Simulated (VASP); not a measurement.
A run of VASP 6.6.1 is set up as follows.

Contents of POSCAR:

```
ZnF2
1.0
    4.7631296177      0.0000000000      0.0000000000
    0.0000000000      4.7631296177      0.0000000000
    0.0000000000      0.0000000000      3.1401615052
Zn F
2 4
Direct
    0.0000000000      0.0000000000      0.0000000000
    0.5000000000      0.5000000000      0.5000000000
    0.3041040671      0.3041040671      0.0000000000
    0.1958959329      0.8041040671      0.5000000000
    0.6958959329      0.6958959329      0.0000000000
    0.8041040671      0.1958959329      0.5000000000
```

File INCAR.step1:

```
SYSTEM = ZnF2
PREC = Accurate
ENCUT = 660
ISMEAR = 0
SIGMA = 0.02
LREAL = .False.
LASPH = .True.
NELM = 120
NBANDS = 35
GGA = PE
ALGO = Normal
EDIFF = 1E-5
LWAVE = .True.
LCHARG = .False.
GGA_COMPAT = .False.
```

The input INCAR.step2:

```
SYSTEM = ZnF2
PREC = Accurate
ENCUT = 660
EDIFF = 1E-6
ISMEAR = 0
SIGMA = 0.02
LREAL = .False.
LASPH = .True.
NELM = 120
ALGO = Normal
ISIF = 2
LWAVE = .False.
LCHARG = .False.
METAGGA = R2SCAN
LMIXTAU = .True.
NBANDS = 35
ISTART = 1
GGA_COMPAT = .False.
```

File KPOINTS:

```
Automatic mesh
0
Gamma
  6 6 8
  0 0 0
```

Potentials or basis: VASP PAW PBE potentials, release 64 (Zn, F).

Command:

```sh
$ cat potpaw_PBE.64/Zn/POTCAR potpaw_PBE.64/F/POTCAR > POTCAR
$ cp INCAR.step1 INCAR
$ mpirun -np 1 vasp_std > vasp.out
$ cp INCAR.step2 INCAR
$ mpirun -np 1 vasp_std > vasp.out
```

Problem. Predict the largest force.

Solution. 0.019 eV/Å.

Problem. Estimate the band gap on the k mesh.

Solution. 4.21 eV.

Stress tensor (GPa, compression positive):
```
-2.95  0.00  0.00
 0.00 -2.95  0.00
 0.00  0.00 -2.70
```

Caveat: the PAW data sets were made with another functional, which shifts forces and pressure a little. A k mesh can miss the band edges.
